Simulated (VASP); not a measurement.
# F (Im-3m) in VASP: a series of runs, part 2 of 2

VASP 6.6.1. The steps go on from the part before.

## (3) Single point, PBEsol

This run uses another cell than the first one, of 9.24 Å³/atom, 1.087 times its volume.

INCAR

```
SYSTEM = F
PREC = Accurate ; ENCUT = 520
EDIFF = 1E-6 ; ISMEAR = -1
SIGMA = 0.1 ; LREAL = .False.
LASPH = .True. ; NELM = 100
ALGO = Normal ; ISIF = 2
LWAVE = .False. ; LCHARG = .True.
GGA = PS ; LELF = .True.
LVHAR = .True. ; NBANDS = 10
```

KPOINTS

```
Automatic mesh
0
Gamma
  20 20 20
  0 0 0
```

POSCAR

```
F
1.0
   -1.3219674954      1.3219674954      1.3219674954
    1.3219674954     -1.3219674954      1.3219674954
    1.3219674954      1.3219674954     -1.3219674954
F
1
Direct
    0.0000000000      0.0000000000      0.0000000000
```

Potentials or basis: VASP PAW PBE potentials, release 64 (F).

On the command line:

```
$ cat potpaw_PBE.64/F/POTCAR > POTCAR
$ mpirun -np 1 vasp_std > vasp.out
```

OUTCAR:

```text
SYSTEM = F
   PREC = Accurate
   ENCUT = 520
   EDIFF = 1E-6
   ISMEAR = -1
   LREAL = .False.
   LASPH = .True.
   NELM = 100
   ISIF = 2
   GGA = PS

 ion  position               nearest neighbor table
   1  0.000  0.000  0.000-

  LATTYP: Found a body centered cubic cell.
 ALAT       =     2.6439349908

  Lattice vectors:

 A1 = (  -1.3219674954,   1.3219674954,   1.3219674954)
 A2 = (   1.3219674954,  -1.3219674954,   1.3219674954)
 A3 = (   1.3219674954,   1.3219674954,  -1.3219674954)

Analysis of symmetry for initial positions (statically):
=====================================================================
 Subroutine PRICEL returns:
 Original cell was already a primitive cell.

 Routine SETGRP: Setting up the symmetry group for a
 body centered cubic supercell.

 Subroutine GETGRP returns: Found 48 space group operations
 (whereof 48 operations were pure point group operations)
 out of a pool of 48 trial point group operations.

The static configuration has the point symmetry O_h .

Analysis of symmetry for dynamics (positions and initial velocities):
=====================================================================
 Subroutine PRICEL returns:
 Original cell was already a primitive cell.

 Routine SETGRP: Setting up the symmetry group for a
 body centered cubic supercell.

 Subroutine GETGRP returns: Found 48 space group operations
 (whereof 48 operations were pure point group operations)
 out of a pool of 48 trial point group operations.

The dynamic configuration has the point symmetry O_h .

 Subroutine INISYM returns: Found 48 space group operations
 (whereof 48 operations are pure point group operations),
 and found     1 'primitive' translations

----------------------------------------------------------------------------------------

                                     Primitive cell

  volume of cell :       9.2411

  direct lattice vectors                    reciprocal lattice vectors
    -1.321967495  1.321967495  1.321967495     0.000000000  0.378224126  0.378224126
     1.321967495 -1.321967495  1.321967495     0.378224126  0.000000000  0.378224126
     1.321967495  1.321967495 -1.321967495     0.378224126  0.378224126  0.000000000

  length of vectors
     2.289714868  2.289714868  2.289714868     0.534889688  0.534889688  0.534889688

  position of ions in fractional coordinates (direct lattice)
     0.000000000  0.000000000  0.000000000

  ion indices of the primitive-cell ions
   primitive index   ion index
                 1           1

----------------------------------------------------------------------------------------

 KPOINTS: Automatic mesh

Automatic generation of k-mesh.
 Grid dimensions read from file:
 generate k-points for:   20   20   20

 Generating k-lattice:

  Cartesian coordinates                     Fractional coordinates (reciprocal lattice)
     0.000000000  0.018911206  0.018911206     0.050000000  0.000000000  0.000000000
     0.018911206  0.000000000  0.018911206     0.000000000  0.050000000  0.000000000
     0.018911206  0.018911206  0.000000000     0.000000000  0.000000000  0.050000000

  Length of vectors
     0.026744484  0.026744484  0.026744484

  Shift w.r.t. Gamma in fractional coordinates (k-lattice)
     0.000000000  0.000000000  0.000000000

 Subroutine IBZKPT returns following result:
 ===========================================

 Found    256 irreducible k-points:

 Following reciprocal coordinates:
            Coordinates               Weight
  0.000000  0.000000  0.000000      1.000000
  0.050000  0.000000  0.000000     12.000000
  0.100000  0.000000  0.000000     12.000000
  0.150000  0.000000  0.000000     12.000000
  0.200000  0.000000  0.000000     12.000000
  0.250000  0.000000  0.000000     12.000000
[... 16 lines left out ...]
  0.200000  0.100000  0.000000     48.000000
  0.250000  0.100000  0.000000     48.000000
 [... further k-points ...]
   k-points           NKPTS =    256   k-points in BZ     NKDIM =    256   number of bands    NBANDS=     10
   number of dos      NEDOS =    301   number of ions     NIONS =      1
   total plane-waves  NPLWV =   5832
   dimension x,y,z NGX =    18 NGY =   18 NGZ =   18
   dimension x,y,z NGXF=    36 NGYF=   36 NGZF=   36
   ions per type =               1
   NGX,Y,Z   is equivalent  to a cutoff of  13.07, 13.07, 13.07 a.u.
   NGXF,Y,Z  is equivalent  to a cutoff of  26.14, 26.14, 26.14 a.u.
 SYSTEM =  F
   PREC   = accura    normal or accurate (medium, high low for compatibility)
   ISTART =      0    job   : 0-new  1-cont  2-samecut
   ICHARG =      2    charge: 1-file 2-atom 10-const
   ISPIN  =      1    spin polarized calculation?
   LNONCOLLINEAR =      F non collinear calculations
   LSORBIT =      F    spin-orbit coupling
   LASPH  =      T    aspherical Exc in radial PAW
   ENCUT  =  520.0 eV  38.22 Ry    6.18 a.u.   4.26  4.26  4.26*2*pi/ulx,y,z
   NELM   =    100;   NELMIN=  2; NELMDL= -5     # of ELM steps
   EDIFF  = 0.1E-05   stopping-criterion for ELM
   LREAL  =      F    real-space projection
   EDIFFG = 0.1E-04   stopping-criterion for IOM
   NSW    =      0    number of steps for IOM
   IBRION =     -1    ionic relax: 0-MD 1-quasi-New 2-CG
   NFREE  =      0    steps in history (QN), initial steepest desc. (CG)
   ISIF   =      2    stress and relaxation
   ISYM   =      2    0-nonsym 1-usesym 2-fastsym
   POTIM  = 0.5000    time-step for ionic-motion
   TEBEG  =    0.0;   TEEND  =   0.0 temperature during run
   PSTRESS=    0.0 pullay stress
   NELECT =       7.0000    total number of electrons
   NUPDOWN=      -1.0000    fix difference up-down
   EMIN   =  10.00;   EMAX   =-10.00  energy-range for DOS
   EFERMI =   0.00;   METHOD = LEGACY
   ISMEAR =    -1;   SIGMA  =   0.10  broadening in eV -4-tet -1-fermi 0-gaus
   EFERMI_NEDOS =   21; number of points for ismear=-14 and -15
   IALGO  =     38    algorithm
   IMIX   =      4    mixing-type and parameters
     AMIX     =   0.40;   BMIX     =  1.00
     AMIX_MAG =   1.60;   BMIX_MAG =  1.00
  volume/ion in A,a.u.               =       9.24        62.36
  Fermi-wavevector in a.u.,A,eV,Ry     =   1.492336  2.820107 30.301099  2.227068
  Thomas-Fermi vector in A             =   2.604877
   LORBIT       =      0    0 simple, 1 ext, 2 COOP (PROOUT), +10 PAW based schemes
   GGA     = PS    functional components
   LHFCALC =     F    Hartree Fock is set to
   AEXX    =    0.0000 exact exchange contribution
   IVDW    =     0    specifies the selected vdW correction
   LEPSILON=     F    determine dielectric tensor
   LRPA    =     F    only Hartree local field effects (RPA)
 non-spin polarized calculation
  energy-cutoff  :      520.00
  volume of cell :        9.24
 maximum number of plane-waves:       258
 NGX is ok and might be reduce to    18
   NGX =  9   NGY =  9   NGZ =  9

 number of electron       6.9999988 magnetization

 Free energy of the ion-electron system (eV)
  ---------------------------------------------------
  ext. energy  EPLUGINS =         0.00000000
  ---------------------------------------------------
  free energy    TOTEN  =        -1.00903896 eV

  energy without entropy =       -0.93360396  energy(sigma->0) =       -0.97132146

 E-fermi :  -2.6121     XC(G=0): -11.1270

 val. band max:       -2.6137032201   @ k =  -0.3500  -0.4000   0.0500
 cond. band min:      -2.6065624140   @ k =   0.4000   0.2000   0.0000
 fundamental gap:      0.0071408061
 Fermi energy:        -2.6121165349

 k-point     1 :       0.0000    0.0000    0.0000
  band No.  band energies     occupation
      1     -24.8731      2.00000
      2      -2.0919      0.01094
      3      -2.0919      0.01094
      4      -2.0919      0.01094
      5      11.6186      0.00000
      6      34.7158      0.00000
      7      34.7158      0.00000
      8      34.7158      0.00000
      9      37.9113      0.00000
     10      37.9113      0.00000
[... 287 lines left out ...]
 k-point    24 :       0.2500    0.1000    0.0000
  band No.  band energies     occupation
      1     -23.4989      2.00000
      2      -5.5222      2.00000
      3      -3.0096      1.96313
      4      -2.3415      0.12526
      5      15.7876      0.00000
      6      23.4997      0.00000
      7      27.0162      0.00000
      8      35.0068      0.00000
      9      39.2143      0.00000
     10      40.4172      0.00000

 [... further k-points ...]

------------------------ aborting loop because EDIFF is reached ----------------------------------------

  FORCE on cell =-STRESS in cart. coord.  units (eV):
  Direction    XX          YY          ZZ          XY          YZ          ZX
  --------------------------------------------------------------------------------------
  -------------------------------------------------------------------------------------
  Total       -0.0524036     -0.0524036     -0.0524036      0.0000000     -0.0000000      0.0000000
  in kB       -9.0855170     -9.0855170     -9.0855170      0.0000000     -0.0000000      0.0000000
  external PRESSURE =      -9.0855170 kB  Pullay stress =       0.0000000 kB

 VOLUME and BASIS-vectors are now :
 -----------------------------------------------------------------------------
  energy-cutoff  :      520.00
  volume of cell :        9.24
      direct lattice vectors                 reciprocal lattice vectors
    -1.321967495  1.321967495  1.321967495     0.000000000  0.378224126  0.378224126
     1.321967495 -1.321967495  1.321967495     0.378224126  0.000000000  0.378224126
     1.321967495  1.321967495 -1.321967495     0.378224126  0.378224126  0.000000000

 POSITION                                       TOTAL-FORCE (eV/Angst)
 -----------------------------------------------------------------------------------
      0.00000      0.00000      0.00000        -0.000000     -0.000000      0.000000
 -----------------------------------------------------------------------------------
    total drift:                                0.000000     -0.000000      0.000000

  FREE ENERGIE OF THE ION-ELECTRON SYSTEM (eV)
  ---------------------------------------------------
  free  energy   TOTEN  =        -1.0090389621 eV

  energy  without entropy=       -0.9336039576  energy(sigma->0) =       -0.97132146
```

stdout:

```text
POSCAR found type information on POSCAR F
 POSCAR found :  1 types and       1 ions
 scaLAPACK will be used
 -----------------------------------------------------------------------------
|                                                                             |
|                                                                             |
|     You enforced a specific xc type in the INCAR file but a different       |
|     I HOPE YOU KNOW WHAT YOU ARE DOING!                                     |
|                                                                             |
 -----------------------------------------------------------------------------

 LDA part: xc-table for (Slater+PW92), standard interpolation
 POSCAR, INCAR and KPOINTS ok, starting setup
 FFT: planning ... GRIDC
 FFT: planning ... GRID_SOFT
 FFT: planning ... GRID
 WAVECAR not read
 entering main loop
```

Wall time 8.7 s (1 thread of AMD EPYC 9R45 (Zen 5), shared host); peak memory 0.09 GiB.

What came out:

| Item | Value |
| --- | --- |
| Free energy | -1.0090 eV |
| Pressure | -0.9 GPa |

Levels at points of the mesh, in eV from the Fermi level:
| k point | band 1 | band 2 | band 3 | band 4 | band 5 | band 6 | band 7 | band 8 |
| --- | --- | --- | --- | --- | --- | --- | --- | --- |
| (0.00, 0.00, 0.00) | -22.26 | 0.52 | 0.52 | 0.52 | 14.23 | 37.33 | 37.33 | 37.33 |
| (0.50, 0.00, 0.00) | -20.15 | -4.55 | -0.66 | 0.35 | 20.09 | 23.26 | 29.01 | 37.16 |
| (0.50, 0.50, 0.50) | -19.01 | -2.30 | -2.30 | -2.30 | 20.19 | 20.19 | 33.06 | 33.06 |

Caveat: the PAW data sets were made with another functional, which shifts forces and pressure a little; an odd number of electrons without spin polarisation forces a metal; a magnetic or distorted state may lie lower.
